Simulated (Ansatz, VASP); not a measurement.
One calculation of Ta2Mo, two programs

```
Ta Mo
1.0
     6.24083    0.00000    0.00000
     0.00000    4.48416    0.00000
     0.00000    0.00000    4.39478
Ta Mo
4 2
Direct
  0.25073 0.99992 0.50000
  0.75073 0.50008 0.00000
  0.74927 0.00008 0.50000
  0.24927 0.49992 0.00000
  0.50000 0.50000 0.50000
  0.00000 0.00000 0.00000
```

Alike in both runs: functional PBE; k mesh 4 × 4 × 6; occupations gaussian, width 0.1 eV; no spin polarisation.

Ansatz relaxed the structure, and its values are those at the end. VASP's run is a single point on that final structure, the one shown.

|  | VASP | Ansatz |
| --- | --- | --- |
| version | VASP 6.6.1 | Ansatz 0.2.0 |
| potentials or method | VASP PAW PBE potentials, release 64 (Ta_pv, Mo_sv), cutoff 520 eV | scalar-relativistic, plane waves, PAW |
| valence electrons in the cell | 72 | 80 |

```tsv
	VASP	Ansatz	Ansatz less VASP
gap on the k mesh at the Fermi level (eV)	none	none	-
pressure (GPa)	0.1	0.0	-0.16
```

A gap of «none» marks a metal or a gap that the smearing closes. The functional is the same, so the differences come from potentials, cutoffs and numerics. VASP's potentials hold 72 valence electrons a cell and Ansatz's 80, so a difference there can come from the potentials and not from the codes.

Neither program's run includes spin-orbit coupling.
